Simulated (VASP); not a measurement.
Crystal: Nb.

```
CELL_PARAMETERS angstrom
-1.66395 1.66395 1.66395
1.66395 -1.66395 1.66395
1.66395 1.66395 -1.66395
ATOMIC_POSITIONS crystal
Nb 0.00000 0.00000 0.00000
```

- Program: VASP 6.6.1
- Task: relaxation of cell and atoms
- Functional: RPBE
- Dispersion: D3(BJ)
- Potentials or basis: VASP PAW PBE potentials, release 64 (Nb_sv)
- Cutoff: 500 eV
- k mesh: 11 × 11 × 11
- Occupations: fermi-dirac, width 0.05 eV
- Spin: no spin polarisation

At the start: pressure -44.7 GPa; volume 18.43 Å³/atom.

Q: How do energy, volume and symmetry change on relaxing?

A: Over 17 steps the energy falls by 702.1 meV/atom and the volume is 14.20 Å³/atom (-23.0 %); space group Im-3m (No. 229, to 0.05 Å).

The path:
| step | energy change (eV) | largest force (eV/Å) | pressure (GPa) | volume (Å³) |
| --- | --- | --- | --- | --- |
| 1 | 0.0000 | 0.0000 | -44.67 | 18.43 |
| 2 | 5.3571 | 0.0000 | 481.37 | 7.84 |
| 3 | -0.6591 | 0.0000 | -14.51 | 15.09 |
| 4 | -0.6923 | 0.0000 | -7.35 | 14.61 |
| 5 | -0.7021 | 0.0000 | 0.47 | 14.17 |
| 6 | -0.7020 | 0.0000 | -1.00 | 14.25 |
| 7 | -0.7020 | 0.0000 | -0.95 | 14.25 |
| 8 | -0.7020 | 0.0000 | -0.80 | 14.24 |
| 9 | -0.7020 | 0.0000 | -0.80 | 14.24 |
| 10 | -0.7020 | 0.0000 | -0.80 | 14.24 |
| 11 | -0.7020 | 0.0000 | -0.79 | 14.24 |
| 12 | -0.7020 | 0.0000 | -0.76 | 14.24 |
| 13 | -0.7020 | 0.0000 | -0.72 | 14.23 |
| 14 | -0.7021 | 0.0000 | -0.63 | 14.23 |
| 15 | -0.7021 | 0.0000 | -0.46 | 14.22 |
| 16 | -0.7021 | 0.0000 | -0.11 | 14.20 |
| 17 | -0.7021 | 0.0000 | -0.01 | 14.20 |

Final structure:
```
CELL_PARAMETERS angstrom
-1.52534 1.52534 1.52534
1.52534 -1.52534 1.52534
1.52534 1.52534 -1.52534
ATOMIC_POSITIONS crystal
Nb 0.00000 0.00000 0.00000
```

Caveat: the volume moved by over 15 % at a fixed basis, so the end points are rough; the PAW data sets were made with another functional, which shifts forces and pressure a little; the volume moved by -23 % from the deposited cell, more than functionals usually miss; pairwise dispersion overbinds metals, which lowers pressure and volume.
